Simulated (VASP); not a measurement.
Runs of VASP 6.6.1 on Na8NF7 (a cell with a defect). The cell holds a defect, 16 atoms: a = 6.548 Å, b = 6.548 Å, c = 6.548 Å, α = 60.00°, β = 60.00°, γ = 60.00°. 

```tsv
level	potentials or basis	k mesh	smearing	gap on the mesh (eV)	pressure (GPa)	largest force (eV/Å)
LDA	VASP PAW LDA potentials, release 64 (N, F, Na_pv)	2 × 2 × 2, shifted	fermi-dirac 0.05 eV	none	-1.2	0.95
PBEsol	VASP PAW PBE potentials, release 64 (N, F, Na_pv)	2 × 2 × 2, shifted	gaussian 0.05 eV	none	3.0	1.04
PBEsol	VASP PAW PBE potentials, release 64 (N, F, Na_pv)	2 × 2 × 2, shifted	fermi-dirac 0.05 eV	none	(a)	1.04
PBEsol	VASP PAW PBE potentials, release 64 (N, F, Na_pv)	1 × 1 × 1, shifted	fermi-dirac 0.05 eV	none	3.0	1.04
```

Alike in all rows: task single point; no spin polarisation; cell as given; cutoff (eV) 520.

Question: Estimate the missing entries.

Answer: (a) 3.1.

Caveats: all runs use coarse meshes; the PAW data sets were made with another functional, which shifts forces and pressure a little (at least some runs).

A gap of «none» marks levels without a gap at the run's occupations.
